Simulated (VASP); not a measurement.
A run of VASP 6.6.1 is set up as follows.

The input POSCAR:

```
LiF
1.0
    0.0000000000      2.0140000000      2.1751200000
    2.0140000000      0.0000000000      2.1751200000
    2.0140000000      2.0140000000      0.0000000000
Li F
1 1
Direct
    0.0000000000      0.0000000000      0.0000000000
    0.5000000000      0.5000000000      0.5000000000
```

File INCAR.step1:

```
ALGO = Normal
EDIFF = 1E-4
ENCUT = 520
GGA = PE
ISMEAR = 0
LASPH = T
LCHARG = F
LREAL = F
LWAVE = T
NBANDS = 12
NELM = 100
PREC = Accurate
SIGMA = 0.05
```

Contents of INCAR.step2:

```
ALGO = Normal
EDIFF = 1E-6
ENCUT = 520
ISIF = 2
ISMEAR = 0
ISTART = 1
LASPH = T
LCHARG = F
LMIXTAU = T
LREAL = F
LWAVE = F
METAGGA = R2SCAN
NBANDS = 12
NELM = 100
PREC = Accurate
SIGMA = 0.05
```

The input KPOINTS:

```
k-points
0
Gamma
  10 10 10
```

Potentials or basis: VASP PAW PBE potentials, release 64 (Li_sv, F).

Run with:

```console
$ cat potpaw_PBE.64/Li_sv/POTCAR potpaw_PBE.64/F/POTCAR > POTCAR
$ cp INCAR.step1 INCAR
$ mpirun -np 1 vasp_std > vasp.out
$ cp INCAR.step2 INCAR
$ mpirun -np 1 vasp_std > vasp.out
```

**Question.** Predict the band gap on the k mesh.

**Answer.** 9.46 eV.

Caveat: the cell differs from its parent crystal (strain +0.000 along x and y, +0.080 along z). A k mesh can miss the band edges.
